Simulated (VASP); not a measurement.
Here is a VASP 6.6.1 calculation.

File INCAR:

```
ALGO = Normal
EDIFF = 1E-7
ENCUT = 520
GGA = VW
ISIF = 2
ISMEAR = 0
LASPH = T
LCHARG = F
LREAL = F
LWAVE = F
NBANDS = 13
NELM = 80
PREC = Accurate
SIGMA = 0.15
```

KPOINTS

```
k-points
0
Gamma
  7 7 7
```

File POSCAR:

```
O
1.0
    1.6683170000      0.9178060000      3.6895510000
   -1.6857240000      0.9419790000      3.6910990000
    0.0122310000     -1.9918670000      3.7245500000
O
2
Direct
    0.0562914652      0.0560236077      0.0501971211
    0.9437085348      0.9439763923      0.9498028789
```

Potentials or basis: VASP PAW PBE potentials, release 64 (O).

Launch:

```console
$ cat potpaw_PBE.64/O/POTCAR > POTCAR
$ mpirun -np 1 vasp_std > vasp.out
```

Estimate the pressure.

-2.0 GPa.

Estimate the largest force.

1.394 eV/Å.

Estimate the band gap on the k mesh.

zero (bands 6 and 7 overlap by 0.53 eV).

Stress tensor (GPa, compression positive):
```
-5.49 -0.13  0.01
-0.13 -5.40  0.13
 0.01  0.13  5.00
```

Caveat: the cell differs from its parent crystal (the cell strained at random); the standard files for N, O and F lose accuracy on very short bonds; spin is off for a triplet molecule; the stress differs along the axes, from -5 to 5 GPa; this functional lacks dispersion, which holds the molecules together, so the pressure and a relaxed volume are unreliable; the PAW data sets were made with another functional, which shifts forces and pressure a little.
